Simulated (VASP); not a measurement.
# Cu12CO in VASP: relaxation of the atoms with PBE

Aim: the relaxation of the atoms of Cu12CO with PBE.

All numbers are computed with VASP 6.6.1; they aren't measurements. Logs are shortened: lines on timing, memory, paths and dates and some standing lists are left out, and cuts for length are marked.

### Step 1. The cell of the first run

The cell holds a slab with vacuum, 14 atoms: a = 5.112 Å, b = 5.112 Å, c = 22.174 Å, α = 90.00°, β = 90.00°, γ = 60.00°.

### Step 2. Relaxation of the atoms, PBE

INCAR reads:

```
SYSTEM = Cu12CO
PREC = Accurate ; ENCUT = 520
EDIFF = 1E-7 ; ISMEAR = 0
SIGMA = 0.1 ; LREAL = .False.
LASPH = .True. ; NELM = 120
ALGO = Normal ; ISIF = 2
LWAVE = .False. ; LCHARG = .False.
LDIPOL = .True. ; IDIPOL = 3
DIPOL = 0.5 0.5 0.529 ; GGA = PE
IBRION = 2 ; NSW = 100
EDIFFG = -0.02 ; GGA_COMPAT = .False.
NELMIN = 4 ; NELMDL = -8
KPAR = 4
```

KPOINTS reads:

```
Automatic mesh
0
Gamma
  4 4 1
  0 0 0
```

POSCAR reads:

```
Cu12CO
1.0
    5.1123820280      0.0000000000      0.0000000000
    2.5561910140      4.4274527101      0.0000000000
    0.0000000000      0.0000000000     22.1742424462
Cu C O
12 1 1
Selective dynamics
Direct
    0.1666666667      0.1666666667      0.4058763235  F F F
    0.6666666667      0.1666666667      0.4058763235  F F F
    0.1666666667      0.6666666667      0.4058763235  F F F
    0.6666666667      0.6666666667      0.4058763235  F F F
   -0.1666666667      0.3333333333      0.5000000000  T T T
    0.3333333333      0.3333333333      0.5000000000  T T T
   -0.1666666667      0.8333333333      0.5000000000  T T T
    0.3333333333      0.8333333333      0.5000000000  T T T
    0.0000000000      0.0000000000      0.5941236765  T T T
    0.5000000000      0.0000000000      0.5941236765  T T T
    0.0000000000      0.5000000000      0.5941236765  T T T
    0.5000000000      0.5000000000      0.5941236765  T T T
    0.0000000000      0.0000000000      0.6789067308  T T T
    0.0000000000      0.0000000000      0.7316706528  T T T
```

Potentials or basis: VASP PAW PBE potentials, release 64 (Cu, C, O).

Command:

```console
$ cat potpaw_PBE.64/Cu/POTCAR potpaw_PBE.64/C/POTCAR potpaw_PBE.64/O/POTCAR > POTCAR
$ mpirun -np 4 vasp_std > vasp.out
```

OUTCAR:

```text
SYSTEM = Cu12CO
   PREC = Accurate
   ENCUT = 520
   EDIFF = 1E-7
   ISMEAR = 0
   LREAL = .False.
   LASPH = .True.
   NELM = 120
   ISIF = 2
   GGA = PE
   IBRION = 2
   NSW = 100
   EDIFFG = -0.02
   NELMIN = 4
   NELMDL = -8

 ion  position               nearest neighbor table
   1  0.167  0.167  0.406-   6 2.56   5 2.56   8 2.56   2 2.56   2 2.56   3 2.56   4 2.56   3 2.56
                             4 2.56
   2  0.667  0.167  0.406-   5 2.56   6 2.56   7 2.56   1 2.56   1 2.56   3 2.56   4 2.56   4 2.56
                             3 2.56
   3  0.167  0.667  0.406-   8 2.56   7 2.56   6 2.56   4 2.56   4 2.56   1 2.56   2 2.56   2 2.56
                             1 2.56
   4  0.667  0.667  0.406-   7 2.56   8 2.56   5 2.56   3 2.56   3 2.56   1 2.56   2 2.56   1 2.56
                             2 2.56
   5  0.833  0.333  0.500-   2 2.56  12 2.56   9 2.56  11 2.56   1 2.56   4 2.56   6 2.56   6 2.56
                             7 2.56   8 2.56   7 2.56   8 2.56
   6  0.333  0.333  0.500-   1 2.56  11 2.56  10 2.56   2 2.56  12 2.56   3 2.56   5 2.56   5 2.56
                             7 2.56   8 2.56   8 2.56   7 2.56
   7  0.833  0.833  0.500-   4 2.56  10 2.56  11 2.56   3 2.56   9 2.56   2 2.56   8 2.56   8 2.56
                             5 2.56   6 2.56   6 2.56   5 2.56
   8  0.333  0.833  0.500-   3 2.56   9 2.56  12 2.56  10 2.56   4 2.56   1 2.56   7 2.56   7 2.56
                             5 2.56   6 2.56   5 2.56   6 2.56
   9  0.000  0.000  0.594-  13 1.88   8 2.56   5 2.56   7 2.56  10 2.56  10 2.56  11 2.56  12 2.56
                            11 2.56  12 2.56
  10  0.500  0.000  0.594-   7 2.56   6 2.56   8 2.56   9 2.56   9 2.56  11 2.56  12 2.56  12 2.56
                            11 2.56
  11  0.000  0.500  0.594-   6 2.56   7 2.56   5 2.56  12 2.56  12 2.56   9 2.56  10 2.56  10 2.56
                             9 2.56
  12  0.500  0.500  0.594-   5 2.56   8 2.56   6 2.56  11 2.56  11 2.56   9 2.56  10 2.56   9 2.56
                            10 2.56
  13  0.000  0.000  0.679-  14 1.17   9 1.88
  14  0.000  0.000  0.732-  13 1.17

  LATTYP: Found a hexagonal cell.
 ALAT       =     5.1123820280
 C/A-ratio  =     4.3373602217

  Lattice vectors:

 A1 = (  -2.5561910140,  -4.4274527101,   0.0000000000)
 A2 = (   5.1123820280,   0.0000000000,   0.0000000000)
 A3 = (   0.0000000000,   0.0000000000,  22.1742424462)

Analysis of symmetry for initial positions (statically):
=====================================================================
 Subroutine PRICEL returns:
 Original cell was already a primitive cell.

 Routine SETGRP: Setting up the symmetry group for a
 hexagonal supercell.

 Subroutine GETGRP returns: Found  6 space group operations
 (whereof  6 operations were pure point group operations)
 out of a pool of 24 trial point group operations.

The static configuration has the point symmetry C_3v.

Analysis of symmetry for dynamics (positions and initial velocities):
=====================================================================
 Subroutine PRICEL returns:
 Original cell was already a primitive cell.

 Routine SETGRP: Setting up the symmetry group for a
 hexagonal supercell.

 Subroutine GETGRP returns: Found  6 space group operations
 (whereof  6 operations were pure point group operations)
 out of a pool of 24 trial point group operations.

The dynamic configuration has the point symmetry C_3v.

Analysis of constrained symmetry for selective dynamics:
=====================================================================
 Subroutine PRICEL returns:
 Original cell was already a primitive cell.

 Routine SETGRP: Setting up the symmetry group for a
 hexagonal supercell.

 Subroutine GETGRP returns: Found  6 space group operations
 (whereof  6 operations were pure point group operations)
 out of a pool of 24 trial point group operations.

The constrained configuration has the point symmetry C_3v.

 Subroutine INISYM returns: Found  6 space group operations
 (whereof  6 operations are pure point group operations),
 and found     1 'primitive' translations

----------------------------------------------------------------------------------------

                                     Primitive cell

[... 91 lines left out ...]
   ENCUT  =  520.0 eV  38.22 Ry    6.18 a.u.   9.51  9.51 41.23*2*pi/ulx,y,z
   NELM   =    120;   NELMIN=  4; NELMDL= -8     # of ELM steps
   EDIFF  = 0.1E-06   stopping-criterion for ELM
   LREAL  =      F    real-space projection
   EDIFFG = -.2E-01   stopping-criterion for IOM
   NSW    =    100    number of steps for IOM
   IBRION =      2    ionic relax: 0-MD 1-quasi-New 2-CG
   NFREE  =      1    steps in history (QN), initial steepest desc. (CG)
   ISIF   =      2    stress and relaxation
   ISYM   =      2    0-nonsym 1-usesym 2-fastsym
   POTIM  = 0.5000    time-step for ionic-motion
   TEBEG  =    0.0;   TEEND  =   0.0 temperature during run
   PSTRESS=    0.0 pullay stress
   NELECT =     142.0000    total number of electrons
   NUPDOWN=      -1.0000    fix difference up-down
   EMIN   =  10.00;   EMAX   =-10.00  energy-range for DOS
   EFERMI =   0.00;   METHOD = LEGACY
   ISMEAR =     0;   SIGMA  =   0.10  broadening in eV -4-tet -1-fermi 0-gaus
   EFERMI_NEDOS =   21; number of points for ismear=-14 and -15
   IALGO  =     38    algorithm
   IMIX   =      4    mixing-type and parameters
     AMIX     =   0.40;   BMIX     =  1.00
     AMIX_MAG =   1.60;   BMIX_MAG =  1.00
  volume/ion in A,a.u.               =      35.85       241.93
  Fermi-wavevector in a.u.,A,eV,Ry     =   1.074721  2.030928 15.715063  1.155025
  Thomas-Fermi vector in A             =   2.210557
   LORBIT       =      0    0 simple, 1 ext, 2 COOP (PROOUT), +10 PAW based schemes
   GGA     = PE    functional components
   LHFCALC =     F    Hartree Fock is set to
   AEXX    =    0.0000 exact exchange contribution
   IVDW    =     0    specifies the selected vdW correction
   LEPSILON=     F    determine dielectric tensor
   LRPA    =     F    only Hartree local field effects (RPA)
 conjugate gradient relaxation of ions
 non-spin polarized calculation
 Gauss-broadening in eV      SIGMA  =   0.10
  energy-cutoff  :      520.00
  volume of cell :      501.91
 maximum number of plane-waves:     13571
 NGX is ok and might be reduce to    40
   NGX = 19   NGY = 19   NGZ = 83

--------------------------------------- Ionic step        1  -------------------------------------------

 number of electron     141.9999966 magnetization

 Free energy of the ion-electron system (eV)
  ---------------------------------------------------
  ext. energy  EPLUGINS =         0.00000000
  ---------------------------------------------------
  free energy    TOTEN  =       -56.32562419 eV

  energy without entropy =      -56.26374396  energy(sigma->0) =      -56.29468407

------------------------ aborting loop because EDIFF is reached ----------------------------------------

  FORCE on cell =-STRESS in cart. coord.  units (eV):
  Direction    XX          YY          ZZ          XY          YZ          ZX
  --------------------------------------------------------------------------------------
  -------------------------------------------------------------------------------------
  Total       -1.4904327     -1.4904327     -3.4787561      0.0000000      0.0000000     -0.0000000
  in kB       -4.7576985     -4.7576985    -11.1047438      0.0000000      0.0000000     -0.0000000
  external PRESSURE =      -6.8733803 kB  Pullay stress =       0.0000000 kB
[... 125 lines left out ...]
  FREE ENERGIE OF THE ION-ELECTRON SYSTEM (eV)
  ---------------------------------------------------
  free  energy   TOTEN  =       -56.3333929570 eV

  energy  without entropy=      -56.2710424310  energy(sigma->0) =      -56.30221769

 dipolmoment           0.000000      0.000000      0.000017 electrons x Angstroem

[... ionic steps 4 to 57 ...]

--------------------------------------- Ionic step       58  -------------------------------------------

 number of electron     141.9999950 magnetization

------------------------ aborting loop because EDIFF is reached ----------------------------------------
[... 45 lines left out ...]
 number of electron     141.9999951 magnetization

------------------------ aborting loop because EDIFF is reached ----------------------------------------

 vacuum level on the upper side and lower side of the slab       (xc-potential included)        -0.098        -0.096

  FORCE on cell =-STRESS in cart. coord.  units (eV):
  Direction    XX          YY          ZZ          XY          YZ          ZX
  --------------------------------------------------------------------------------------
  -------------------------------------------------------------------------------------
  Total       -0.8250273     -0.8250273     -0.1113598      0.0000000      0.0000000      0.0000000
  in kB       -2.6336186     -2.6336186     -0.3554781      0.0000000      0.0000000      0.0000000
  external PRESSURE =      -1.8742384 kB  Pullay stress =       0.0000000 kB
[... 35 lines left out ...]
--------------------------------------- Ionic step       60  -------------------------------------------

 number of electron     141.9999952 magnetization

 dipolmoment           0.000000      0.000000     -0.000860 electrons x Angstroem

 Free energy of the ion-electron system (eV)
  ---------------------------------------------------
  ext. energy  EPLUGINS =         0.00000000
  ---------------------------------------------------
  free energy    TOTEN  =       -56.37008277 eV

  energy without entropy =      -56.31002791  energy(sigma->0) =      -56.34005534

 E-fermi :  -0.9384     XC(G=0):  -4.8503

 val. band max:       -0.9521870188   @ k =   0.2500   0.0000   0.0000
 cond. band min:      -0.9060378219   @ k =   0.0000   0.0000   0.0000
 fundamental gap:      0.0461491969
 Fermi energy:        -0.9383867976

 k-point     1 :       0.0000    0.0000    0.0000
  band No.  band energies     occupation
      1     -25.3218      2.00000
      2     -10.9018      2.00000
      3      -9.5382      2.00000
      4      -8.3777      2.00000
      5      -8.0199      2.00000
      6      -8.0199      2.00000
[... 333 lines left out ...]
     82       4.2962      0.00000
     83       4.4160      0.00000
 [bands above 83 left out]

------------------------ aborting loop because EDIFF is reached ----------------------------------------

 vacuum level on the upper side and lower side of the slab       (xc-potential included)        -0.005         0.001

  FORCE on cell =-STRESS in cart. coord.  units (eV):
  Direction    XX          YY          ZZ          XY          YZ          ZX
  --------------------------------------------------------------------------------------
  -------------------------------------------------------------------------------------
  Total       -0.8174187     -0.8174187     -0.0694710      0.0000000      0.0000000      0.0000000
  in kB       -2.6093307     -2.6093307     -0.2217624      0.0000000      0.0000000      0.0000000
  external PRESSURE =      -1.8134746 kB  Pullay stress =       0.0000000 kB
[... 29 lines left out ...]
  FREE ENERGIE OF THE ION-ELECTRON SYSTEM (eV)
  ---------------------------------------------------
  free  energy   TOTEN  =       -56.3700827669 eV

  energy  without entropy=      -56.3100279138  energy(sigma->0) =      -56.34005534

 reached required accuracy - stopping structural energy minimisation

 vacuum level on the upper side and lower side of the slab         3.913         3.920
```

It took 71 min on 4 MPI ranks of Intel Xeon Platinum 8375C at 2.90GHz (Ice Lake), shared host; peak memory 0.75 GiB.

Results:

```
Free energy               : -56.3701 eV
Energy gained by relaxing : 3.2 meV/atom
Ionic steps               : 60
Band gap on the k mesh    : zero (bands 71 and 72 overlap by 0.05 eV)
```

The path:
| step | energy change (eV) | largest force on free atoms (eV/Å) | pressure (GPa) |
| --- | --- | --- | --- |
| 1 | 0.0000 | 1.1024 | -0.69 |
| 3 | -0.0078 | 0.4995 | -0.53 |
| 5 | -0.0291 | 0.2288 | -0.38 |
| 7 | -0.0310 | 0.5555 | -0.43 |
| 9 | -0.0352 | 0.3044 | -0.39 |
| 11 | -0.0369 | 0.1688 | -0.34 |
| 13 | -0.0384 | 0.1856 | -0.30 |
| 15 | -0.0392 | 0.5358 | -0.23 |
| 17 | -0.0403 | 0.4544 | -0.23 |
| 19 | -0.0418 | 0.1821 | -0.23 |
| 21 | -0.0419 | 0.1493 | -0.23 |
| 23 | -0.0423 | 0.3060 | -0.28 |
| 25 | -0.0425 | 0.1919 | -0.27 |
| 27 | -0.0426 | 0.1775 | -0.25 |
| 29 | -0.0429 | 0.0430 | -0.26 |
| 31 | -0.0430 | 0.1132 | -0.28 |
| 33 | -0.0431 | 0.0768 | -0.27 |
| 35 | -0.0433 | 0.0878 | -0.26 |
| 37 | -0.0435 | 0.0952 | -0.26 |
| 39 | -0.0436 | 0.1059 | -0.26 |
| 41 | -0.0439 | 0.1483 | -0.22 |
| 43 | -0.0442 | 0.0513 | -0.22 |
| 45 | -0.0442 | 0.0828 | -0.23 |
| 47 | -0.0443 | 0.0299 | -0.20 |
| 49 | -0.0444 | 0.0285 | -0.20 |
| 51 | -0.0444 | 0.0782 | -0.20 |
| 53 | -0.0444 | 0.0233 | -0.20 |
| 55 | -0.0444 | 0.0449 | -0.18 |
| 57 | -0.0444 | 0.0200 | -0.18 |
| 59 | -0.0444 | 0.0250 | -0.19 |
| 60 | -0.0445 | 0.0143 | -0.18 |

Final structure:
```cif
data_structure
_symmetry_space_group_name_H-M 'P 1'
_symmetry_Int_Tables_number 1
_cell_length_a 5.1124
_cell_length_b 5.1124
_cell_length_c 22.1742
_cell_angle_alpha 90.000
_cell_angle_beta 90.000
_cell_angle_gamma 60.000
_cell_volume 501.91
loop_
_atom_site_label
_atom_site_type_symbol
_atom_site_fract_x
_atom_site_fract_y
_atom_site_fract_z
_atom_site_occupancy
Cu1 Cu 0.16667 0.16667 0.40588 1
Cu2 Cu 0.66667 0.16667 0.40588 1
Cu3 Cu 0.16667 0.66667 0.40588 1
Cu4 Cu 0.66667 0.66667 0.40588 1
Cu5 Cu 0.83528 0.32944 0.49947 1
Cu6 Cu 0.33333 0.33333 0.49874 1
Cu7 Cu 0.83528 0.83528 0.49947 1
Cu8 Cu 0.32944 0.83528 0.49947 1
Cu9 Cu 0.00000 0.00000 0.59654 1
Cu10 Cu 0.49961 0.00078 0.59056 1
Cu11 Cu 0.00078 0.49961 0.59056 1
Cu12 Cu 0.49961 0.49961 0.59056 1
C1 C 0.00000 0.00000 0.67984 1
O1 O 0.00000 0.00000 0.73206 1
```

Levels at points of the mesh, in eV from the Fermi level:
| k point | band 67 | band 68 | band 69 | band 70 | band 71 | band 72 | band 73 | band 74 | band 75 | band 76 |
| --- | --- | --- | --- | --- | --- | --- | --- | --- | --- | --- |
| (0.00, 0.00, 0.00) | -1.29 | -0.88 | -0.18 | -0.18 | 0.03 | 0.81 | 0.81 | 1.10 | 1.19 | 1.50 |
| (0.50, 0.00, 0.00) | -1.51 | -1.43 | -1.20 | -0.03 | -0.03 | 0.10 | 0.79 | 0.87 | 1.42 | 2.14 |

The gap in the log of VASP goes by the Fermi energy; the results here count the filled bands.